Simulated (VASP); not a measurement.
Crystal: Be2P.

```xyz
3
Lattice="3.0820 0.0000 0.0000 -1.5410 2.6691 0.0000 0.0000 0.0000 4.7771" Properties=species:S:1:pos:R:3 pbc="T T T"
Be    0.0000    0.0000    3.5828
Be    0.0000    0.0000    1.1943
P     0.0000    1.7794    0.0000
```

This cell differs from its parent crystal: atoms taken out.

* Program: VASP 6.6.1
* Task: relaxation of cell and atoms
* Functional: PBE
* Potentials or basis: VASP PAW PBE potentials, release 64 (Be, P)
* Cutoff: 600 eV
* k mesh: 6 × 6 × 4
* Occupations: gaussian, width 0.1 eV
* Spin: no spin polarisation

At the start: pressure 6.1 GPa; volume 13.10 Å³/atom.

Task: Where does the relaxation end?

Result: Over 10 steps the energy falls by 222.1 meV/atom and the volume is 14.03 Å³/atom (+7.1 %); space group P-6m2 (No. 187, to 0.1 Å) before and after.

Step by step:
```
step  energy change (eV)  largest force (eV/Å)  pressure (GPa)  volume (Å³)
   1              0.0000                0.2750            6.09        39.30
   2             -0.2329                0.3299           -0.65        42.13
   3             -0.3424                1.2149           -5.29        44.91
   4             -0.5131                1.2391           -5.59        45.01
   5             -0.5527                1.0705           -5.64        45.03
   6             -0.5568                1.0197           -5.61        45.02
   7             -0.6355                0.5547           -3.08        43.51
   8             -0.6645                0.0209            0.17        41.99
   9             -0.6659                0.0220            0.14        42.04
  10             -0.6664                0.0226            0.10        42.09
```

Final structure:
```xyz
3
Lattice="3.4086 0.0000 0.0000 -1.7043 2.9519 0.0000 0.0000 0.0000 4.1826" Properties=species:S:1:pos:R:3 pbc="T T T"
Be   -1.7043    2.9519    3.1895
Be    3.4086    0.0000    0.9931
P     0.0000    1.9680    0.0000
```

Caveat: the k points lie up to 0.38 Å⁻¹ apart in the final cell, too coarse for converged energies and pressures of a metal; the cell differs from its parent crystal (atoms taken out).
